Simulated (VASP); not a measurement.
# Rh (I4/mmm) in VASP: a series of runs, part 2 of 2

VASP 6.6.1.

## (5) Single point, PBE (strain +0.025 along x and y, -0.025 along z)

Contents of INCAR:

```
PREC = Accurate
ENCUT = 520
EDIFF = 1E-7
ISMEAR = 1
SIGMA = 0.02
LREAL = F
LASPH = T
NELM = 100
ALGO = Fast
ISIF = 2
LWAVE = F
LCHARG = F
GGA = PE
NBANDS = 14
```

Contents of KPOINTS:

```
regular mesh
0
Gamma
  22 22 22
```

Contents of POSCAR:

```
Rh
1.0
    0.0000000000      1.9490887500      1.8540112500
    1.9490887500      0.0000000000      1.8540112500
    1.9490887500      1.9490887500      0.0000000000
Rh
1
Direct
    0.0000000000      0.0000000000      0.0000000000
```

Started as:

```console
$ cat potpaw_PBE.64/Rh_pv/POTCAR > POTCAR
$ mpirun -np 1 vasp_std > vasp.out
```

It took 2.2 min on 1 thread of AMD EPYC 9R45 (Zen 5), shared host; peak memory 0.21 GiB.

The run converged. Its results:

```
Free energy : -7.2421 eV
Pressure    : -0.5 GPa
```

Stress tensor (GPa, compression positive):
```
-4.10  0.00  0.00
 0.00 -4.10  0.00
 0.00  0.00  6.77
```

Levels at points of the mesh, in eV from the Fermi level:
| k point | band 5 | band 6 | band 7 | band 8 | band 9 | band 10 |
| --- | --- | --- | --- | --- | --- | --- |
| (0.00, 0.00, 0.00) | -3.11 | -3.11 | -2.61 | -1.27 | -0.66 | 16.06 |
| (0.50, 0.00, 0.00) | -3.30 | -2.74 | 0.41 | 0.69 | 0.78 | 8.42 |
| (0.50, 0.50, 0.00) | -5.75 | 0.51 | 0.98 | 0.98 | 3.97 | 12.59 |
| (0.50, 0.00, 0.50) | -5.69 | 0.51 | 0.72 | 1.14 | 2.90 | 11.52 |

Caveat: the cell differs from its parent crystal (strain +0.025 along x and y, -0.025 along z).

## (6) Single point, PBE (strain +0.050 along x and y, -0.050 along z)

Contents of INCAR:

```
ALGO = Fast ; EDIFF = 1E-6
ENCUT = 520 ; GGA = PE
ISIF = 2 ; ISMEAR = 1
LASPH = T ; LCHARG = F
LREAL = F ; LWAVE = F
NBANDS = 14 ; NELM = 80
PREC = Accurate ; SIGMA = 0.02
```

Contents of KPOINTS:

```
k-points
0
Gamma
  22 22 22
```

Contents of POSCAR:

```
Rh
1.0
    0.0000000000      1.9966275000      1.8064725000
    1.9966275000      0.0000000000      1.8064725000
    1.9966275000      1.9966275000      0.0000000000
Rh
1
Direct
    0.0000000000      0.0000000000      0.0000000000
```

Potentials or basis: VASP PAW PBE potentials, release 64 (Rh_pv).

Started as:

```console
$ cat potpaw_PBE.64/Rh_pv/POTCAR > POTCAR
$ mpirun -np 1 vasp_std > vasp.out
```

OUTCAR:

```text
EDIFF = 1E-6
   ENCUT = 520
   GGA = PE
   ISIF = 2
   ISMEAR = 1
   LASPH = T
   LREAL = F
   NELM = 80
   PREC = Accurate

 ion  position               nearest neighbor table
   1  0.000  0.000  0.000-

  LATTYP: Found a body centered tetragonal cell.
 ALAT       =     2.8236576895
 C/A-ratio  =     1.2795265564

  Lattice vectors:

 A1 = (   0.0000000000,  -1.9966275000,  -1.8064725000)
 A2 = (   0.0000000000,   1.9966275000,  -1.8064725000)
 A3 = (   1.9966275000,   0.0000000000,   1.8064725000)

Analysis of symmetry for initial positions (statically):
=====================================================================
 Subroutine PRICEL returns:
 Original cell was already a primitive cell.

 Routine SETGRP: Setting up the symmetry group for a
 body centered tetragonal supercell.

 Subroutine GETGRP returns: Found 16 space group operations
 (whereof 16 operations were pure point group operations)
 out of a pool of 16 trial point group operations.

The static configuration has the point symmetry D_4h.

Analysis of symmetry for dynamics (positions and initial velocities):
=====================================================================
 Subroutine PRICEL returns:
[... 164 lines left out ...]
  band No.  band energies     occupation
      1     -35.2302      2.00000
      2     -35.2302      2.00000
      3     -35.1756      2.00000
      4       3.4537      2.00000
      5       7.9597      2.00000
      6       7.9597      2.00000
      7       8.8773      2.00000
      8       9.5315      2.00000
      9      10.6387      2.00000
     10      27.2647      0.00000
     11      31.3395      0.00000
     12      31.3395      0.00000
     13      31.7706      0.00000
     14      34.4261      0.00000
[... 377 lines left out ...]
      1     -35.8270      2.00000
      2     -35.3622      2.00000
      3     -35.2498      2.00000
      4       5.4026      2.00000
      5       7.6996      2.00000
      6       8.6459      2.00000
      7      10.7417      2.00000
      8      11.7610      0.00000
      9      12.3755      0.00000
     10      19.5464      0.00000
     11      26.5810      0.00000
     12      31.1766      0.00000
     13      31.7710      0.00000
     14      32.7525      0.00000

 [... further k-points ...]
[... 5 lines left out ...]
  --------------------------------------------------------------------------------------
  -------------------------------------------------------------------------------------
  Total       -1.0096081     -1.0096081      0.6766651      0.0000000     -0.0000000      0.0000000
  in kB     -112.3072881   -112.3072881     75.2712144      0.0000000     -0.0000000      0.0000000
  external PRESSURE =     -49.7811206 kB  Pullay stress =       0.0000000 kB

 VOLUME and BASIS-vectors are now :
 -----------------------------------------------------------------------------
  energy-cutoff  :      520.00
  volume of cell :       14.40
      direct lattice vectors                 reciprocal lattice vectors
     0.000000000  1.996627500  1.806472500    -0.250422275  0.250422275  0.276782514
     1.996627500  0.000000000  1.806472500     0.250422275 -0.250422275  0.276782514
     1.996627500  1.996627500  0.000000000     0.250422275  0.250422275 -0.276782514

 POSITION                                       TOTAL-FORCE (eV/Angst)
 -----------------------------------------------------------------------------------
      0.00000      0.00000      0.00000         0.000000     -0.000000      0.000000
 -----------------------------------------------------------------------------------
    total drift:                                0.000000     -0.000000     -0.000000

  FREE ENERGIE OF THE ION-ELECTRON SYSTEM (eV)
  ---------------------------------------------------
  free  energy   TOTEN  =        -7.1922948069 eV

  energy  without entropy=       -7.1922668299  energy(sigma->0) =       -7.19228548
```

stdout:

```text
POSCAR found type information on POSCAR Rh
 POSCAR found :  1 types and       1 ions
 scaLAPACK will be used
 LDA part: xc-table for (Slater+PW92), standard interpolation
 POSCAR, INCAR and KPOINTS ok, starting setup
 FFT: planning ... GRIDC
 FFT: planning ... GRID_SOFT
 FFT: planning ... GRID
 WAVECAR not read
 entering main loop
WARNING in EDDRMM: call to ZHEGV failed, returncode =   8  4     13
```

Wall time 2.4 min (1 thread of AMD EPYC 9R45 (Zen 5), shared host); peak memory 0.22 GiB.

What came out:

* Free energy: -7.1923 eV
* Pressure: -5.0 GPa

Caveat: the cell differs from its parent crystal (strain +0.050 along x and y, -0.050 along z).

## (7) Summary

```tsv
cell	further INCAR settings	gap on the mesh (eV)	pressure (GPa)
a = 2.693, b = 2.693, c = 2.555 Å, angles 61.7, 61.7, 56.6°, 1 atom	ALGO = Fast; EDIFF = 1e-06; NBANDS = 14	none	25.2
a = 2.623, b = 2.623, c = 2.689 Å, angles 59.2, 59.2, 61.7°, 1 atom	ALGO = Fast; EDIFF = 1e-06; NBANDS = 14	none	22.8
a = 2.657, b = 2.657, c = 2.756 Å, angles 58.8, 58.8, 62.5°, 1 atom	ALGO = Fast; EDIFF = 1e-07; NBANDS = 14	none	7.1
a = 2.690, b = 2.690, c = 2.756 Å, angles 59.2, 59.2, 61.6°, 1 atom	ALGO = Fast; EDIFF = 1e-07; NBANDS = 14	none	-0.5
a = 2.693, b = 2.693, c = 2.824 Å, angles 58.4, 58.4, 63.2°, 1 atom	ALGO = Fast; EDIFF = 1e-06; NBANDS = 14	none	-5.0
```

Alike in all rows: task single point; level PBE; potentials or basis VASP PAW PBE potentials, release 64 (Rh_pv); no spin polarisation; k mesh 22 × 22 × 22; cutoff (eV) 520; smearing methfessel-paxton 0.02 eV.

Total energies depend on the potentials used, so only differences within one code and one set of settings carry meaning.
